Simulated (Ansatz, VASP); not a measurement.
## One calculation of Al, two programs

```
Al
1.0
     1.99136   -1.99136    0.00000
     1.99136    0.00000   -1.99136
     7.79225    7.79225    7.79225
Al
6
Direct
  0.66667 0.66667 0.08517
  0.00000 0.00000 0.93703
  0.33333 0.33333 0.25554
  0.66667 0.66667 0.59628
  0.00000 0.00000 0.42591
  0.33333 0.33333 0.76665
```

Alike in both runs: task single point; functional PBE; dispersion D3(BJ); k mesh 24 × 24 × 5; occupations gaussian, width 0.15 eV; no spin polarisation.

|  | VASP | Ansatz |
| --- | --- | --- |
| version | VASP 6.6.1 | Ansatz 0.2.0 |
| potentials or method | VASP PAW PBE potentials, release 64 (Al), cutoff 520 eV | scalar-relativistic, plane waves, PAW |
| valence electrons in the cell | 18 | 18 |

|  | VASP | Ansatz | Ansatz less VASP |
| --- | --- | --- | --- |
| gap on the k mesh at the Fermi level (eV) | none | none | - |
| pressure (GPa) | 2.8 | 2.8 | +0.03 |
| traceless stress, the component that is largest in VASP (GPa) | 0.94 | 0.94 | +0.001 |
| rms of the force components (eV/Å) | 0.469 | 0.468 | -0.0004 |

Atom by atom the forces differ by 0.000 eV/Å (rms over components). A gap of «none» marks a metal or a gap that the smearing closes.
